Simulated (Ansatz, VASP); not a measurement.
# Cl: VASP beside Ansatz

File INCAR:

```
ALGO = Normal
EDIFF = 1E-6
ENCUT = 500
GGA_COMPAT = F
ISIF = 2
ISMEAR = -1
LASPH = T
LCHARG = F
LREAL = F
LWAVE = F
NBANDS = 10
NELM = 120
PREC = Accurate
SIGMA = 0.08
```

KPOINTS

```
k-points
0
Gamma
  15 15 15
```

The input POSCAR:

```
Cl
1.0
    2.0725568879      0.0000000000      0.0000000000
    0.0000000000      2.0725568879      0.0000000000
    0.0000000000      0.0000000000      2.0725568879
Cl
1
Direct
    0.0000000000      0.0000000000      0.0000000000
```

Input for Ansatz:

```yaml
crystal:
  lattice:
    - [2.0725568879, 0.0, 0.0]
    - [0.0, 2.0725568879, 0.0]
    - [0.0, 0.0, 2.0725568879]
  atoms:
    - { symbol: Cl, position: [0.0, 0.0, 0.0] }
kpoints:
  mp_grid: { grid: [15, 15, 15] }
scf:
  occupations: { method: fermi_dirac, width: 0.08 }
hamiltonian:
  xc: lda
  pseudopotentials: { kind: all_electron, datasets: crystal }
output:
  forces: true
  stress: true
  eigenvalues: true
```

Change from the starting cell: volume scaled by 0.43, crystal datasets.

Alike in both runs: task single point; functional LDA; k mesh 15 × 15 × 15; occupations fermi-dirac, width 0.08 eV; no spin polarisation.

|  | VASP | Ansatz |
| --- | --- | --- |
| version | VASP 6.6.1 | Ansatz 0.2.0 |
| potentials or method | VASP PAW LDA potentials, release 64 (Cl), cutoff 500 eV | all-electron PAW with datasets made for the crystal, scalar-relativistic |

Ansatz gave:

```
pressure (GPa) : 224.3
```

**Question.** What did VASP give for the same quantities?

**Answer.** Pressure (GPa): 228.5.

LDA's correlation is that of Perdew and Zunger in VASP and of Perdew and Wang (1992) in Ansatz. Both programs put the cell under a high pressure, so it lies far from rest at this level. Ansatz ran all-electron here, and VASP with PAW potentials.

Noted on VASP's run: the cell as given lies far from equilibrium.
